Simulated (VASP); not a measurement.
Input of a VASP 6.6.1 run:

INCAR

```
SYSTEM = WS2
  PREC = Accurate
  ENCUT = 520
  EDIFF = 1E-6
  ISMEAR = 0
  SIGMA = 0.02
  LREAL = .False.
  LASPH = .True.
  NELM = 60
  ALGO = Normal
  ISIF = 2
  LWAVE = .False.
  LCHARG = .False.
  GGA = PE
  IVDW = 12
  NBANDS = 35
```

The input KPOINTS:

```
regular mesh
0
Gamma
  12 12 4
  0 0 0
```

File POSCAR:

```
WS2
1.0
    3.0973375719      0.0000000000      0.0000000000
   -1.5486687860      2.6823730213      0.0000000000
    0.0000000000      0.0000000000     11.4568732777
W S
2 4
Direct
    0.3333333333      0.6666666667      0.2500000000
    0.6666666667      0.3333333333      0.7500000000
    0.3333333333      0.6666666667      0.6120881693
    0.6666666667      0.3333333333      0.1120881693
    0.3333333333      0.6666666667      0.8879118307
    0.6666666667      0.3333333333      0.3879118307
```

Potentials or basis: VASP PAW PBE potentials, release 64 (W_sv, S).

Command:

```sh
$ cat potpaw_PBE.64/W_sv/POTCAR potpaw_PBE.64/S/POTCAR > POTCAR
$ mpirun -np 1 vasp_std > vasp.out
```

Problem. What does it give for the pressure?

Solution. 7.5 GPa.

Problem. What does it give for the dispersion energy per atom?

Solution. -0.482 eV.

Problem. What does it give for the band gap on the k mesh?

Solution. 0.53 eV (least direct gap 1.93 eV).

Caveat: the cell stands under pressure; spin-orbit coupling is left out, which moves the levels of the heavy elements. A k mesh can miss the band edges.
